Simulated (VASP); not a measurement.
Crystal: Si.

```xyz
1
Lattice="-1.6269 1.6269 1.3203 1.6269 -1.6269 1.3203 1.6269 1.6269 -1.3203" Properties=species:S:1:pos:R:3 pbc="T T T"
Si    0.0000    0.0000    0.0000
```

Program: VASP 6.6.1. Alike in all runs: task single point; potentials or basis VASP PAW PBE potentials, release 64 (Si); no spin polarisation; cell as given; k mesh 13 × 13 × 13; smearing fermi-dirac 0.15 eV.

Order these runs on this cell by their pressure, lowest first.
A. level BLYP; cutoff (eV) 500
B. level r2SCAN; cutoff (eV) 550
C. level RPBE; cutoff (eV) 500

B (0.1 GPa), C (4.4 GPa), A (13.2 GPa).

Caveats: the PAW data sets were made with another functional, which shifts forces and pressure a little; the cell stands under pressure (at least some runs).
